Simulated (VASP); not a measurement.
Write the native input for VASP 6.6.1 that does the following.

* Task: single point
* Functional: PBE
* Potentials or basis: VASP PAW PBE potentials, release 64 (Cu, O)
* Cutoff: 520 eV
* k mesh: 8 × 8 × 6
* Occupations: fermi-dirac, width 0.05 eV
* Spin: no spin polarisation
* Dipole correction: no
* Further INCAR settings: ALGO = Normal; EDIFF = 1e-06; NBANDS = 25

The structure of CuO lies in POSCAR:

```
CuO
1.0
    3.4891670480      0.0000000000      0.0000000000
    0.0000000000      3.4891670480      0.0000000000
    0.0000000000      0.0000000000      4.3440211544
Cu O
2 2
Direct
    0.0000000000      0.5000000000      0.0000000000
    0.5000000000      0.0000000000      0.5000000000
    0.0000000000      0.0000000000      0.2500000000
    0.0000000000      0.0000000000      0.7500000000
```

This cell differs from its parent crystal: volume scaled by 1.06.

One way to write it, as run:

INCAR

```
ALGO = Normal
EDIFF = 1E-6
ENCUT = 520
GGA = PE
ISIF = 2
ISMEAR = -1
LASPH = T
LCHARG = F
LREAL = F
LWAVE = F
NBANDS = 25
NELM = 80
PREC = Accurate
SIGMA = 0.05
```

KPOINTS

```
k-points
0
Gamma
  8 8 6
```

Potentials or basis: VASP PAW PBE potentials, release 64 (Cu, O).

The run is started by

```console
$ cat potpaw_PBE.64/Cu/POTCAR potpaw_PBE.64/O/POTCAR > POTCAR
$ mpirun -np 1 vasp_std > vasp.out
```

It gave:

- Pressure: -8.3 GPa
- Band gap on the k mesh: zero (band 17 reaches 3.95 eV, above the bottom of band 18 at 2.24 eV)

Caveat: semilocal functionals often make such compounds metallic where correlation or magnetic order opens a gap, which also shifts bond lengths.

Wall time 32 s on 1 thread of Intel(R) Xeon(R) 6975P-C (Granite Rapids) (shared host), peak memory 0.21 GiB.
